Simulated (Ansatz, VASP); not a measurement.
**TlPt in VASP and in Ansatz**

```
Tl Pt
1.0
     6.58714    0.00000    0.00000
    -3.29357    5.70463    0.00000
     0.00000    0.00000    3.98073
Tl Pt
3 3
Direct
  0.50000 0.00000 0.00000
  0.50000 0.50000 0.00000
  0.00000 0.50000 0.00000
  0.00000 0.00000 0.00000
  0.33333 0.66667 0.50000
  0.66667 0.33333 0.50000
```

Alike in both runs: functional PBE; k mesh 6 × 6 × 8; occupations gaussian, width 0.1 eV; no spin polarisation.

Ansatz relaxed the structure, and its values are those at the end. VASP's run is a single point on that final structure, the one shown.

```csv
,VASP,Ansatz
version,VASP 6.6.1,Ansatz 0.2.0
potentials or method,"VASP PAW PBE potentials, release 64 (Tl_d, Pt), cutoff 520 eV","scalar-relativistic, plane waves, PAW"
valence electrons in the cell,69,93
```

```csv
,VASP,Ansatz,Ansatz less VASP
gap on the k mesh at the Fermi level (eV),none,none,-
pressure (GPa),0.0,0.0,+0.02
```

A gap of «none» marks a metal or a gap that the smearing closes. VASP's potentials hold 69 valence electrons a cell and Ansatz's 93, so a difference there can come from the potentials and not from the codes.

Neither program's run includes spin-orbit coupling.
